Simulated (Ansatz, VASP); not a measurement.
MgO in VASP and in Ansatz

```
Mg O
1.0
     0.00000    2.12509    2.12509
     2.12509    0.00000    2.12509
     2.12509    2.12509    0.00000
Mg O
1 1
Direct
  0.01262 0.01262 0.98738
  0.48083 0.48083 0.51917
```

Change from the starting cell: mode 6 frozen in at -0.081 Å, equal normal strain along x, y and z +0.0083.

Alike in both runs: task single point; functional PBEsol; k mesh 10 × 10 × 10; occupations gaussian, width 0.05 eV; no spin polarisation.

|  | VASP | Ansatz |
| --- | --- | --- |
| version | VASP 6.6.1 | Ansatz 0.2.0 |
| potentials or method | VASP PAW PBE potentials, release 64 (Mg, O), cutoff 520 eV | scalar-relativistic, plane waves, PAW |
| valence electrons in the cell | 8 | 16 |

|  | VASP | Ansatz | Ansatz less VASP |
| --- | --- | --- | --- |
| gap on the k mesh at the Fermi level (eV) | 4.37 | 4.38 | +0.007 |
| least direct gap on the mesh (eV) | 4.37 | 4.38 | +0.007 |
| pressure (GPa) | -2.7 | -2.1 | +0.59 |
| traceless stress, the component that is largest in VASP (GPa) | 3.99 | 3.92 | -0.074 |
| rms of the force components (eV/Å) | 0.422 | 0.418 | -0.0043 |

VASP's potentials were made for PBE, not for PBEsol, and Ansatz warns of the same on its side. Atom by atom the forces differ by 0.004 eV/Å (rms over components). VASP's potentials hold 8 valence electrons a cell and Ansatz's 16, so a difference there can come from the potentials and not from the codes.
